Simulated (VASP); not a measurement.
# MoS2 in VASP: notebook

Aim: see how the results for MoS2 move with the level of theory and the settings. Levels: LDA, PBEsol, r2SCAN. Tasks: single point.

Program: VASP 6.6.1. These are calculated values, not measurements. Logs are shortened: lines on timing, memory, paths and dates and some standing lists are left out, and cuts for length are marked.

**1. The cell of the first run**

The cell holds a slab with vacuum, 3 atoms: a = 3.226 Å, b = 3.226 Å, c = 17.563 Å, α = 90.00°, β = 90.00°, γ = 120.00°.

**2. Single point, LDA**

Contents of INCAR:

```
ALGO = Normal
EDIFF = 1E-7
ENCUT = 520
ISIF = 2
ISMEAR = -1
LASPH = True
LCHARG = True
LELF = True
LREAL = False
LVHAR = True
LWAVE = False
NBANDS = 20
NELM = 100
PREC = Accurate
SIGMA = 0.05
```

Contents of KPOINTS:

```
k-points
0
Gamma
  10 10 2
```

Contents of POSCAR:

```
MoS2
1.0
    3.2260272831      0.0000000000      0.0000000000
   -1.6130136416      2.7938215805      0.0000000000
    0.0000000000      0.0000000000     17.5627129508
Mo S
1 2
Direct
    0.0000000000      0.0000000000      0.0000000000
    0.3333333333      0.6666666667      0.9105070200
    0.3333333333      0.6666666667      0.0894929800
```

Potentials or basis: VASP PAW LDA potentials, release 64 (Mo_sv, S).

Run with:

```bash
cat potpaw_LDA.64/Mo_sv/POTCAR potpaw_LDA.64/S/POTCAR > POTCAR
mpirun -np 1 vasp_std > vasp.out
```

OUTCAR:

```text
EDIFF = 1E-7
   ENCUT = 520
   ISIF = 2
   ISMEAR = -1
   LASPH = True
   LREAL = False
   NELM = 100
   PREC = Accurate

 ion  position               nearest neighbor table
   1  0.000  0.000  0.000-   2 2.44   3 2.44   2 2.44   3 2.44   2 2.44   3 2.44
   2  0.333  0.667  0.911-   1 2.44   1 2.44   1 2.44
   3  0.333  0.667  0.089-   1 2.44   1 2.44   1 2.44

  LATTYP: Found a hexagonal cell.
 ALAT       =     3.2260272831
 C/A-ratio  =     5.4440683260

  Lattice vectors:

 A1 = (   3.2260272831,   0.0000000000,   0.0000000000)
 A2 = (  -1.6130136416,   2.7938215805,   0.0000000000)
 A3 = (   0.0000000000,   0.0000000000,  17.5627129508)

Analysis of symmetry for initial positions (statically):
=====================================================================
 Subroutine PRICEL returns:
 Original cell was already a primitive cell.

 Routine SETGRP: Setting up the symmetry group for a
 hexagonal supercell.

 Subroutine GETGRP returns: Found 12 space group operations
 (whereof 12 operations were pure point group operations)
 out of a pool of 24 trial point group operations.

The static configuration has the point symmetry D_3h.

Analysis of symmetry for dynamics (positions and initial velocities):
=====================================================================
 Subroutine PRICEL returns:
 Original cell was already a primitive cell.

 Routine SETGRP: Setting up the symmetry group for a
 hexagonal supercell.

 Subroutine GETGRP returns: Found 12 space group operations
 (whereof 12 operations were pure point group operations)
 out of a pool of 24 trial point group operations.

The dynamic configuration has the point symmetry D_3h.

 Subroutine INISYM returns: Found 12 space group operations
 (whereof 12 operations are pure point group operations),
 and found     1 'primitive' translations

----------------------------------------------------------------------------------------

                                     Primitive cell

  volume of cell :     158.2918

  direct lattice vectors                    reciprocal lattice vectors
     3.226027283  0.000000000  0.000000000     0.309978780  0.178966332  0.000000000
    -1.613013642  2.793821580  0.000000000     0.000000000  0.357932664  0.000000000
     0.000000000  0.000000000 17.562712951     0.000000000  0.000000000  0.056938811

  length of vectors
     3.226027283  3.226027283 17.562712951     0.357932664  0.357932664  0.056938811

  position of ions in fractional coordinates (direct lattice)
     0.000000000  0.000000000  0.000000000
     0.333333333  0.666666667  0.910507020
     0.333333333  0.666666667  0.089492980

  ion indices of the primitive-cell ions
   primitive index   ion index
                 1           1
                 2           2
                 3           3

----------------------------------------------------------------------------------------

 KPOINTS: k-points

Automatic generation of k-mesh.
 Grid dimensions read from file:
 generate k-points for:   10   10    2

 Generating k-lattice:

  Cartesian coordinates                     Fractional coordinates (reciprocal lattice)
     0.030997878  0.017896633  0.000000000     0.100000000  0.000000000  0.000000000
     0.000000000  0.035793266  0.000000000     0.000000000  0.100000000  0.000000000
     0.000000000  0.000000000  0.028469406     0.000000000  0.000000000  0.500000000

  Length of vectors
     0.035793266  0.035793266  0.028469406

  Shift w.r.t. Gamma in fractional coordinates (k-lattice)
     0.000000000  0.000000000  0.000000000

 Subroutine IBZKPT returns following result:
 ===========================================

 Found     28 irreducible k-points:

 Following reciprocal coordinates:
            Coordinates               Weight
  0.000000  0.000000  0.000000      1.000000
  0.100000  0.000000  0.000000      6.000000
  0.200000  0.000000  0.000000      6.000000
  0.300000  0.000000  0.000000      6.000000
  0.400000  0.000000  0.000000      6.000000
  0.500000  0.000000  0.000000      3.000000
[... 16 lines left out ...]
  0.300000  0.100000  0.500000     12.000000
  0.400000  0.100000  0.500000     12.000000
 [... further k-points ...]
   k-points           NKPTS =     28   k-points in BZ     NKDIM =     28   number of bands    NBANDS=     20
   number of dos      NEDOS =    301   number of ions     NIONS =      3
   total plane-waves  NPLWV =  80640
   dimension x,y,z NGX =    24 NGY =   24 NGZ =  140
   dimension x,y,z NGXF=    48 NGYF=   48 NGZF=  280
   ions per type =               1   2
   NGX,Y,Z   is equivalent  to a cutoff of  12.37, 12.37, 13.25 a.u.
   NGXF,Y,Z  is equivalent  to a cutoff of  24.74, 24.74, 26.50 a.u.
 SYSTEM =  unknown system
   PREC   = accura    normal or accurate (medium, high low for compatibility)
   ISTART =      0    job   : 0-new  1-cont  2-samecut
   ICHARG =      2    charge: 1-file 2-atom 10-const
   ISPIN  =      1    spin polarized calculation?
   LNONCOLLINEAR =      F non collinear calculations
   LSORBIT =      F    spin-orbit coupling
   LASPH  =      T    aspherical Exc in radial PAW
   ENCUT  =  520.0 eV  38.22 Ry    6.18 a.u.   6.00  6.00 32.66*2*pi/ulx,y,z
   NELM   =    100;   NELMIN=  2; NELMDL= -5     # of ELM steps
   EDIFF  = 0.1E-06   stopping-criterion for ELM
   LREAL  =      F    real-space projection
   EDIFFG = 0.1E-05   stopping-criterion for IOM
   NSW    =      0    number of steps for IOM
   IBRION =     -1    ionic relax: 0-MD 1-quasi-New 2-CG
   NFREE  =      0    steps in history (QN), initial steepest desc. (CG)
   ISIF   =      2    stress and relaxation
   ISYM   =      2    0-nonsym 1-usesym 2-fastsym
   POTIM  = 0.5000    time-step for ionic-motion
   TEBEG  =    0.0;   TEEND  =   0.0 temperature during run
   PSTRESS=    0.0 pullay stress
   NELECT =      26.0000    total number of electrons
   NUPDOWN=      -1.0000    fix difference up-down
   EMIN   =  10.00;   EMAX   =-10.00  energy-range for DOS
   EFERMI =   0.00;   METHOD = LEGACY
   ISMEAR =    -1;   SIGMA  =   0.05  broadening in eV -4-tet -1-fermi 0-gaus
   EFERMI_NEDOS =   21; number of points for ismear=-14 and -15
   IALGO  =     38    algorithm
   IMIX   =      4    mixing-type and parameters
     AMIX     =   0.40;   BMIX     =  1.00
     AMIX_MAG =   1.60;   BMIX_MAG =  1.00
  volume/ion in A,a.u.               =      52.76       356.07
  Fermi-wavevector in a.u.,A,eV,Ry     =   0.896561  1.694255 10.936657  0.803822
  Thomas-Fermi vector in A             =   2.019035
   LORBIT       =      0    0 simple, 1 ext, 2 COOP (PROOUT), +10 PAW based schemes
   GGA     = CA    functional components
   LHFCALC =     F    Hartree Fock is set to
   AEXX    =    0.0000 exact exchange contribution
   IVDW    =     0    specifies the selected vdW correction
   LEPSILON=     F    determine dielectric tensor
   LRPA    =     F    only Hartree local field effects (RPA)
 non-spin polarized calculation
  energy-cutoff  :      520.00
  volume of cell :      158.29
 maximum number of plane-waves:      4310
 NGX is ok and might be reduce to    24
   NGX = 11   NGY = 11   NGZ = 65

 number of electron      26.0000005 magnetization

 Free energy of the ion-electron system (eV)
  ---------------------------------------------------
  ext. energy  EPLUGINS =         0.00000000
  ---------------------------------------------------
  free energy    TOTEN  =       -24.21396820 eV

  energy without entropy =      -24.21396819  energy(sigma->0) =      -24.21396820

 E-fermi :  -0.9783     XC(G=0):  -4.4028

 val. band max:       -1.7713998775   @ k =   0.0000   0.0000   0.5000
 cond. band min:      -0.1347219881   @ k =   0.3000   0.3000   0.0000
 fundamental gap:      1.6366778893
 Fermi energy:        -0.9783213576

 k-point     1 :       0.0000    0.0000    0.0000
  band No.  band energies     occupation
      1     -62.3736      2.00000
      2     -36.6818      2.00000
      3     -36.5037      2.00000
      4     -36.5037      2.00000
      5     -15.6342      2.00000
      6     -14.3772      2.00000
[... 12 lines left out ...]
     19       4.0992      0.00000
     20       4.2900      0.00000

 k-point     2 :       0.1000    0.0000    0.0000
  band No.  band energies     occupation
      1     -62.3705      2.00000
      2     -36.6757      2.00000
      3     -36.5355      2.00000
      4     -36.5110      2.00000
      5     -15.4952      2.00000
      6     -14.3191      2.00000
[... 12 lines left out ...]
     19       4.2856      0.00000
     20       4.7815      0.00000

 k-point     3 :       0.2000    0.0000    0.0000
  band No.  band energies     occupation
      1     -62.3626      2.00000
      2     -36.6597      2.00000
      3     -36.6181      2.00000
      4     -36.5301      2.00000
      5     -15.1101      2.00000
      6     -14.1584      2.00000
[... 12 lines left out ...]
     19       4.8095      0.00000
     20       5.6461      0.00000

 k-point     4 :       0.3000    0.0000    0.0000
  band No.  band energies     occupation
      1     -62.3527      2.00000
      2     -36.7186      2.00000
      3     -36.6399      2.00000
      4     -36.5535      2.00000
      5     -14.5788      2.00000
      6     -13.9398      2.00000
[... 12 lines left out ...]
     19       5.5410      0.00000
     20       6.1530      0.00000

 k-point     5 :       0.4000    0.0000    0.0000
  band No.  band energies     occupation
      1     -62.3447      2.00000
      2     -36.7987      2.00000
      3     -36.6238      2.00000
      4     -36.5724      2.00000
      5     -14.0828      2.00000
      6     -13.7422      2.00000
[... 12 lines left out ...]
     19       5.9215      0.00000
     20       5.9223      0.00000
[... 353 lines left out ...]
      6     -14.2093      2.00000
[... 12 lines left out ...]
     19       4.4998      0.00000
     20       5.7456      0.00000

 k-point    22 :       0.2000    0.1000    0.5000
  band No.  band energies     occupation
      1     -62.3561      2.00000
      2     -36.6763      2.00000
      3     -36.6468      2.00000
      4     -36.5533      2.00000
      5     -14.7718      2.00000
      6     -14.0170      2.00000
[... 12 lines left out ...]
     19       5.1861      0.00000
     20       6.3981      0.00000

 k-point    23 :       0.3000    0.1000    0.5000
  band No.  band energies     occupation
      1     -62.3472      2.00000
      2     -36.7608      2.00000
      3     -36.6288      2.00000
      4     -36.5803      2.00000
      5     -14.2486      2.00000
      6     -13.8019      2.00000
[... 12 lines left out ...]
     19       6.0021      0.00000
     20       6.0305      0.00000

 k-point    24 :       0.4000    0.1000    0.5000
  band No.  band energies     occupation
      1     -62.3416      2.00000
      2     -36.8123      2.00000
      3     -36.6177      2.00000
      4     -36.5970      2.00000
      5     -13.8799      2.00000
      6     -13.6543      2.00000
[... 12 lines left out ...]
     19       6.5171      0.00000
     20       6.5345      0.00000

 [... further k-points ...]
[... 5 lines left out ...]
  --------------------------------------------------------------------------------------
  -------------------------------------------------------------------------------------
  Total       -3.9735222     -3.9735222     -3.0857174      0.0000000      0.0000000      0.0000000
  in kB      -40.2186900    -40.2186900    -31.2326202      0.0000000      0.0000000      0.0000000
  external PRESSURE =     -37.2233334 kB  Pullay stress =       0.0000000 kB

 VOLUME and BASIS-vectors are now :
 -----------------------------------------------------------------------------
  energy-cutoff  :      520.00
  volume of cell :      158.29
      direct lattice vectors                 reciprocal lattice vectors
     3.226027283  0.000000000  0.000000000     0.309978780  0.178966332  0.000000000
    -1.613013642  2.793821580  0.000000000     0.000000000  0.357932664  0.000000000
     0.000000000  0.000000000 17.562712951     0.000000000  0.000000000  0.056938811

 POSITION                                       TOTAL-FORCE (eV/Angst)
 -----------------------------------------------------------------------------------
      0.00000      0.00000      0.00000        -0.000000      0.000000      0.000000
     -0.00000      1.86255     15.99097         0.000000      0.000000      0.973386
     -0.00000      1.86255      1.57174        -0.000000     -0.000000     -0.973386
 -----------------------------------------------------------------------------------
    total drift:                                0.000000     -0.000000     -0.000000

  FREE ENERGIE OF THE ION-ELECTRON SYSTEM (eV)
  ---------------------------------------------------
  free  energy   TOTEN  =       -24.2139682012 eV

  energy  without entropy=      -24.2139681907  energy(sigma->0) =      -24.21396820
```

It took 78 s on 1 thread of Intel Xeon Platinum 8488C (Sapphire Rapids), shared host; peak memory 0.26 GiB.

What came out:

- Free energy: -24.2140 eV
- Largest force: 0.973 eV/Å
- Band gap on the k mesh: 1.64 eV, indirect (least direct gap 1.82 eV)

Forces on the atoms (eV/Å):
```
Mo   0.000  0.000  0.000
S    0.000  0.000  0.973
S    0.000  0.000 -0.973
```

(Continued in part 2 of 2.)
